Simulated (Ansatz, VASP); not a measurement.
**One calculation of Rb, two programs**

File INCAR:

```
  PREC = Accurate
  ENCUT = 520
  EDIFF = 1E-6
  ISMEAR = -1
  SIGMA = 0.1
  LREAL = F
  LASPH = T
  NELM = 60
  ALGO = Normal
  ISIF = 2
  LWAVE = F
  LCHARG = T
  GGA = RE
  LELF = T
  LVHAR = T
  NBANDS = 26
```

File KPOINTS:

```
Automatic mesh
0
Gamma
  8 8 2
```

File POSCAR:

```
Rb
1.0
    5.3821465765      0.0000000000      0.0000000000
   -2.6910732882      4.6610756621      0.0000000000
    0.0000000000      0.0000000000     17.7662175094
Rb
4
Direct
    0.0000000000      1.0000000000      0.0000000000
    0.0000000000      1.0000000000      0.5000000000
    0.3333333333      0.6666666667      0.2500000000
    0.6666666667      0.3333333333      0.7500000000
```

Input for Ansatz:

```yaml
crystal:
  lattice:
    - [5.3821465765, 0.0, 0.0]
    - [-2.6910732882, 4.6610756621, 0.0]
    - [0.0, 0.0, 17.7662175094]
  atoms:
    - { symbol: Rb, position: [0.0, 1.0, 0.0] }
    - { symbol: Rb, position: [0.0, 1.0, 0.5] }
    - { symbol: Rb, position: [0.3333333333, 0.6666666667, 0.25] }
    - { symbol: Rb, position: [0.6666666667, 0.3333333333, 0.75] }
hamiltonian:
  xc: revpbe
  pseudopotentials:
    kind: paw
    azcp:
      Rb: "pseudopotentials/Rb.paw.azcp"
basis:
  ecutwfc: 420
  fft_grid_basis: typed
kpoints:
  mp_grid: { grid: [8, 8, 2], shift: [0, 0, 0] }
magnetization:
  spin_polarized: false
scf:
  occupations: { method: fermi_dirac, width: 0.1 }
  lower_state_search: "off"
output:
  stress: true
```

Alike in both runs: task single point; functional revPBE; k mesh 8 × 8 × 2; occupations fermi-dirac, width 0.1 eV; no spin polarisation.

|  | VASP | Ansatz |
| --- | --- | --- |
| version | VASP 6.6.1 | Ansatz 0.2.0 |
| potentials or method | VASP PAW PBE potentials, release 64 (Rb_sv), cutoff 520 eV | plane waves (420 eV) with PAW, scalar-relativistic |
| valence electrons in the cell | 36 | 36 |

|  | VASP | Ansatz | Ansatz less VASP |
| --- | --- | --- | --- |
| pressure (GPa) | -0.2 | -0.2 | 0.00 |

VASP's potentials were made for PBE, not for revPBE.
